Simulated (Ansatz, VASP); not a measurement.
**Cd in VASP and in Ansatz**

File INCAR:

```
SYSTEM = Cd
PREC = Accurate
ENCUT = 520
EDIFF = 1E-7
ISMEAR = -1
SIGMA = 0.08
LREAL = .FALSE.
LASPH = .TRUE.
NELM = 80
ALGO = Normal
ISIF = 2
LWAVE = .FALSE.
LCHARG = .FALSE.
GGA = PE
NBANDS = 12
```

File KPOINTS:

```
regular mesh
0
G
  14 14 14
  0 0 0
```

File POSCAR:

```
Cd
1.0
    2.8383779764      0.0000000000      0.0000000000
    0.0000000000      2.8383779764      0.0000000000
    0.0000000000      0.0000000000      2.8383779764
Cd
1
Direct
    0.0000000000      0.0000000000      0.0000000000
```

Input for Ansatz:

```yaml
crystal:
  lattice:
    - [2.8383779764, 0.0, 0.0]
    - [0.0, 2.8383779764, 0.0]
    - [0.0, 0.0, 2.8383779764]
  atoms:
    - { symbol: Cd, position: [0.0, 0.0, 0.0] }
kpoints:
  mp_grid: { grid: [14, 14, 14] }
scf:
  occupations: { method: fermi_dirac, width: 0.08 }
hamiltonian:
  xc: pbe
  pseudopotentials: { kind: all_electron, lapw: { basis_error: 0.001 } }
output:
  forces: true
  stress: true
  eigenvalues: true
  populations: true
```

Change from the starting cell: volume scaled by 0.85, LAPW.

Alike in both runs: task single point; functional PBE; k mesh 14 × 14 × 14; occupations fermi-dirac, width 0.08 eV; no spin polarisation.

|  | VASP | Ansatz |
| --- | --- | --- |
| version | VASP 6.6.1 | Ansatz 0.2.0 |
| potentials or method | VASP PAW PBE potentials, release 64 (Cd), cutoff 520 eV | all-electron LAPW, scalar-relativistic |

|  | VASP | Ansatz | Ansatz less VASP |
| --- | --- | --- | --- |
| pressure (GPa) | 8.3 | 7.9 | -0.42 |

Ansatz ran all-electron here, and VASP with PAW potentials.
